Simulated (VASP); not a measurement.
# AlNi (Cmmm) in VASP: notebook

AlNi is run at these levels: PBEsol; tasks: single point.

Everything below comes from runs of VASP 6.6.1. Logs are shortened: lines on timing, memory, paths and dates and some standing lists are left out, and cuts for length are marked.

### 1 The cell of the first run

It takes space group Cmmm (No. 65, orthorhombic). Conventional cell: a = 3.877 Å, b = 3.906 Å, c = 3.099 Å, α = 90.00°, β = 90.00°, γ = 90.00°. Al (site symmetry mmm) has 8 Ni at 2.48 to 2.49 Å and 6 Al at 2.75 to 3.10 Å within 3.3 Å. Within 3.3 Å of Ni (site symmetry mmm) lie 8 Al at 2.48 to 2.49 Å and 6 Ni at 2.75 to 3.10 Å.

### 2 Single point, PBEsol

Contents of INCAR:

```
SYSTEM = AlNi
  PREC = Accurate
  ENCUT = 520
  EDIFF = 1E-6
  ISMEAR = 1
  SIGMA = 0.01
  LREAL = .FALSE.
  LASPH = .TRUE.
  NELM = 100
  ALGO = Fast
  ISIF = 2
  LWAVE = .FALSE.
  LCHARG = .FALSE.
  GGA = PS
  NBANDS = 14
```

Contents of KPOINTS:

```
regular mesh
0
G
  16 16 14
  0 0 0
```

Contents of POSCAR:

```
AlNi
1.0
    1.9386940000     -1.9531901500      0.0000000000
    1.9386940000      1.9531901500      0.0000000000
    0.0000000000      0.0000000000      3.0994300413
Al Ni
1 1
Direct
    0.0000000000      0.0000000000      0.0000000000
    0.5000000000      0.5000000000      0.5000000000
```

Potentials or basis: VASP PAW PBE potentials, release 64 (Al, Ni).

Started as:

```bash
cat potpaw_PBE.64/Al/POTCAR potpaw_PBE.64/Ni/POTCAR > POTCAR
mpirun -np 1 vasp_std > vasp.out
```

OUTCAR:

```text
SYSTEM = AlNi
   PREC = Accurate
   ENCUT = 520
   EDIFF = 1E-6
   ISMEAR = 1
   LREAL = .FALSE.
   LASPH = .TRUE.
   NELM = 100
   ISIF = 2
   GGA = PS

 ion  position               nearest neighbor table
   1  0.000  0.000  0.000-   2 2.48   2 2.48   2 2.48   2 2.48   2 2.49   2 2.49   2 2.49   2 2.49

   2  0.500  0.500  0.500-   1 2.48   1 2.48   1 2.48   1 2.48   1 2.49   1 2.49   1 2.49   1 2.49

  LATTYP: Found a base centered orthorhombic cell.
 ALAT       =     3.8773880000
 B/A-ratio  =     1.0074772759
 C/A-ratio  =     0.7993603017

  Lattice vectors:

 A1 = (   1.9386940000,  -1.9531901500,   0.0000000000)
 A2 = (   1.9386940000,   1.9531901500,   0.0000000000)
 A3 = (   0.0000000000,   0.0000000000,   3.0994300413)

Analysis of symmetry for initial positions (statically):
=====================================================================
 Subroutine PRICEL returns:
 Original cell was already a primitive cell.

 Routine SETGRP: Setting up the symmetry group for a
 base centered orthorhombic supercell.

 Subroutine GETGRP returns: Found  8 space group operations
 (whereof  8 operations were pure point group operations)
 out of a pool of  8 trial point group operations.

The static configuration has the point symmetry D_2h.

Analysis of symmetry for dynamics (positions and initial velocities):
=====================================================================
 Subroutine PRICEL returns:
 Original cell was already a primitive cell.

 Routine SETGRP: Setting up the symmetry group for a
 base centered orthorhombic supercell.

 Subroutine GETGRP returns: Found  8 space group operations
 (whereof  8 operations were pure point group operations)
 out of a pool of  8 trial point group operations.

The dynamic configuration has the point symmetry D_2h.

 Subroutine INISYM returns: Found  8 space group operations
 (whereof  8 operations are pure point group operations),
 and found     1 'primitive' translations

----------------------------------------------------------------------------------------

                                     Primitive cell

  volume of cell :      23.4728

  direct lattice vectors                    reciprocal lattice vectors
     1.938694000 -1.953190150  0.000000000     0.257905580 -0.255991461  0.000000000
     1.938694000  1.953190150  0.000000000     0.257905580  0.255991461  0.000000000
     0.000000000  0.000000000  3.099430041     0.000000000  0.000000000  0.322639965

  length of vectors
     2.751996764  2.751996764  3.099430041     0.363382603  0.363382603  0.322639965

  position of ions in fractional coordinates (direct lattice)
     0.000000000  0.000000000  0.000000000
     0.500000000  0.500000000  0.500000000

  ion indices of the primitive-cell ions
   primitive index   ion index
                 1           1
                 2           2

----------------------------------------------------------------------------------------

 KPOINTS: regular mesh

Automatic generation of k-mesh.
 Grid dimensions read from file:
 generate k-points for:   16   16   14

 Generating k-lattice:

  Cartesian coordinates                     Fractional coordinates (reciprocal lattice)
     0.016119099 -0.015999466  0.000000000     0.062500000  0.000000000  0.000000000
     0.016119099  0.015999466  0.000000000     0.000000000  0.062500000  0.000000000
     0.000000000  0.000000000  0.023045712     0.000000000  0.000000000  0.071428571

  Length of vectors
     0.022711413  0.022711413  0.023045712

  Shift w.r.t. Gamma in fractional coordinates (k-lattice)
     0.000000000  0.000000000  0.000000000

 Subroutine IBZKPT returns following result:
 ===========================================

 Found    584 irreducible k-points:

 Following reciprocal coordinates:
            Coordinates               Weight
  0.000000  0.000000  0.000000      1.000000
  0.062500  0.000000  0.000000      4.000000
  0.125000  0.000000  0.000000      4.000000
  0.187500  0.000000  0.000000      4.000000
  0.250000  0.000000  0.000000      4.000000
  0.312500 -0.000000  0.000000      4.000000
[... 16 lines left out ...]
 -0.125000  0.062500  0.000000      4.000000
 -0.062500  0.062500  0.000000      2.000000
 [... further k-points ...]
   k-points           NKPTS =    584   k-points in BZ     NKDIM =    584   number of bands    NBANDS=     14
   number of dos      NEDOS =    301   number of ions     NIONS =      2
   total plane-waves  NPLWV =   9600
   dimension x,y,z NGX =    20 NGY =   20 NGZ =   24
   dimension x,y,z NGXF=    40 NGYF=   40 NGZF=   48
   ions per type =               1   1
   NGX,Y,Z   is equivalent  to a cutoff of  12.08, 12.08, 12.87 a.u.
   NGXF,Y,Z  is equivalent  to a cutoff of  24.16, 24.16, 25.75 a.u.
 SYSTEM =  AlNi
   PREC   = accura    normal or accurate (medium, high low for compatibility)
   ISTART =      0    job   : 0-new  1-cont  2-samecut
   ICHARG =      2    charge: 1-file 2-atom 10-const
   ISPIN  =      1    spin polarized calculation?
   LNONCOLLINEAR =      F non collinear calculations
   LSORBIT =      F    spin-orbit coupling
   LASPH  =      T    aspherical Exc in radial PAW
   ENCUT  =  520.0 eV  38.22 Ry    6.18 a.u.   5.12  5.12  5.76*2*pi/ulx,y,z
   NELM   =    100;   NELMIN=  2; NELMDL= -5     # of ELM steps
   EDIFF  = 0.1E-05   stopping-criterion for ELM
   LREAL  =      F    real-space projection
   EDIFFG = 0.1E-04   stopping-criterion for IOM
   NSW    =      0    number of steps for IOM
   IBRION =     -1    ionic relax: 0-MD 1-quasi-New 2-CG
   NFREE  =      0    steps in history (QN), initial steepest desc. (CG)
   ISIF   =      2    stress and relaxation
   ISYM   =      2    0-nonsym 1-usesym 2-fastsym
   POTIM  = 0.5000    time-step for ionic-motion
   TEBEG  =    0.0;   TEEND  =   0.0 temperature during run
   PSTRESS=    0.0 pullay stress
   NELECT =      13.0000    total number of electrons
   NUPDOWN=      -1.0000    fix difference up-down
   EMIN   =  10.00;   EMAX   =-10.00  energy-range for DOS
   EFERMI =   0.00;   METHOD = LEGACY
   ISMEAR =     1;   SIGMA  =   0.01  broadening in eV -4-tet -1-fermi 0-gaus
   EFERMI_NEDOS =   21; number of points for ismear=-14 and -15
   IALGO  =     68    algorithm
   IMIX   =      4    mixing-type and parameters
     AMIX     =   0.40;   BMIX     =  1.00
     AMIX_MAG =   1.60;   BMIX_MAG =  1.00
  volume/ion in A,a.u.               =      11.74        79.20
  Fermi-wavevector in a.u.,A,eV,Ry     =   1.344417  2.540580 24.591955  1.807458
  Thomas-Fermi vector in A             =   2.472413
   LORBIT       =      0    0 simple, 1 ext, 2 COOP (PROOUT), +10 PAW based schemes
   GGA     = PS    functional components
   LHFCALC =     F    Hartree Fock is set to
   AEXX    =    0.0000 exact exchange contribution
   IVDW    =     0    specifies the selected vdW correction
   LEPSILON=     F    determine dielectric tensor
   LRPA    =     F    only Hartree local field effects (RPA)
 non-spin polarized calculation
 RMM-DIIS sequential band-by-band and
 Methfessel and Paxton  Order N= 1 SIGMA  =   0.01
  energy-cutoff  :      520.00
  volume of cell :       23.47
 maximum number of plane-waves:       646
   NGX = 11   NGY = 11   NGZ = 11

 number of electron      13.0000022 magnetization

 Free energy of the ion-electron system (eV)
  ---------------------------------------------------
  ext. energy  EPLUGINS =         0.00000000
  ---------------------------------------------------
  free energy    TOTEN  =       -11.54107055 eV

  energy without entropy =      -11.54107700  energy(sigma->0) =      -11.54107270

 E-fermi :  10.1665     XC(G=0): -12.2569

 val. band max:       10.1619771080   @ k =  -0.3750   0.0625   0.1429
 cond. band min:      10.1699262829   @ k =   0.4375   0.3125   0.2143
 fundamental gap:      0.0079491749
 Fermi energy:        10.1665031170

 k-point     1 :       0.0000    0.0000    0.0000
  band No.  band energies     occupation
      1      -1.1365      2.00000
      2       6.7115      2.00000
      3       6.8559      2.00000
      4       8.4772      2.00000
      5       8.4976      2.00000
      6       8.7925      2.00000
      7      13.0813      0.00000
      8      17.1842      0.00000
      9      17.2280      0.00000
     10      17.3233      0.00000
     11      18.8092      0.00000
     12      24.7651      0.00000
     13      30.5546      0.00000
     14      30.5640      0.00000

 k-point     2 :       0.0625    0.0000    0.0000
  band No.  band energies     occupation
      1      -1.0578      2.00000
      2       6.7329      2.00000
      3       6.8637      2.00000
      4       8.4276      2.00000
      5       8.4936      2.00000
      6       8.7611      2.00000
      7      13.2045      0.00000
      8      16.0815      0.00000
      9      17.3022      0.00000
     10      17.4384      0.00000
     11      19.6449      0.00000
     12      25.1324      0.00000
     13      29.3939      0.00000
     14      30.5732      0.00000

 k-point     3 :       0.1250    0.0000    0.0000
  band No.  band energies     occupation
      1      -0.8224      2.00000
      2       6.7876      2.00000
      3       6.8812      2.00000
      4       8.2743      2.00000
      5       8.5057      2.00000
      6       8.6737      2.00000
      7      13.5548      0.00000
      8      14.4872      0.00000
      9      17.4944      0.00000
     10      17.5844      0.00000
     11      20.6712      0.00000
     12      26.2272      0.00000
     13      27.6536      0.00000
     14      30.5352      0.00000
[... 324 lines left out ...]
 k-point    23 :      -0.1250    0.0625    0.0000
  band No.  band energies     occupation
      1      -0.7467      2.00000
      2       6.8069      2.00000
      3       6.8968      2.00000
      4       8.2776      2.00000
      5       8.4557      2.00000
      6       8.6349      2.00000
      7      13.6686      0.00000
      8      14.5264      0.00000
      9      16.4977      0.00000
     10      17.9146      0.00000
     11      21.3808      0.00000
     12      26.4086      0.00000
     13      27.7140      0.00000
     14      29.5834      0.00000

 k-point    24 :      -0.0625    0.0625    0.0000
  band No.  band energies     occupation
      1      -0.9804      2.00000
      2       6.7536      2.00000
      3       6.8743      2.00000
      4       8.4224      2.00000
      5       8.4476      2.00000
      6       8.7270      2.00000
      7      13.3242      0.00000
      8      15.9154      0.00000
      9      16.4435      0.00000
     10      17.7560      0.00000
     11      20.3281      0.00000
     12      25.4398      0.00000
     13      29.3234      0.00000
     14      29.5891      0.00000

 [... further k-points ...]

------------------------ aborting loop because EDIFF is reached ----------------------------------------

  FORCE on cell =-STRESS in cart. coord.  units (eV):
  Direction    XX          YY          ZZ          XY          YZ          ZX
  --------------------------------------------------------------------------------------
  -------------------------------------------------------------------------------------
  Total        0.5379828      0.3223776     -0.6084453      0.0000000      0.0000000      0.0000000
  in kB       36.7209050     22.0044142    -41.5304348      0.0000000      0.0000000      0.0000000
  external PRESSURE =       5.7316281 kB  Pullay stress =       0.0000000 kB

 VOLUME and BASIS-vectors are now :
 -----------------------------------------------------------------------------
  energy-cutoff  :      520.00
  volume of cell :       23.47
      direct lattice vectors                 reciprocal lattice vectors
     1.938694000 -1.953190150  0.000000000     0.257905580 -0.255991461  0.000000000
     1.938694000  1.953190150  0.000000000     0.257905580  0.255991461  0.000000000
     0.000000000  0.000000000  3.099430041     0.000000000  0.000000000  0.322639965

 POSITION                                       TOTAL-FORCE (eV/Angst)
 -----------------------------------------------------------------------------------
      0.00000      0.00000      0.00000         0.000000     -0.000000      0.000000
      1.93869      0.00000      1.54972        -0.000000      0.000000      0.000000
 -----------------------------------------------------------------------------------
    total drift:                                0.000000      0.000000      0.000000

  FREE ENERGIE OF THE ION-ELECTRON SYSTEM (eV)
  ---------------------------------------------------
  free  energy   TOTEN  =       -11.5410705538 eV

  energy  without entropy=      -11.5410770028  energy(sigma->0) =      -11.54107270
```

It took 56 s on 1 thread of Intel Xeon 6975P-C (Granite Rapids), shared host; peak memory 0.29 GiB.

Results:

```
Free energy            : -11.5411 eV
Pressure               : 0.6 GPa
Band gap on the k mesh : zero (an odd number of electrons rules out a gap without spin polarisation)
```

Stress tensor (GPa, compression positive):
```
 3.67  0.00  0.00
 0.00  2.20  0.00
 0.00  0.00 -4.15
```

Caveat: the stress differs along the axes, from -4 to 4 GPa; the PAW data sets were made with another functional, which shifts forces and pressure a little. Spin polarisation is off, so any magnetic state and its effect on volume and gap are missing.

[end of part 1 of 2]
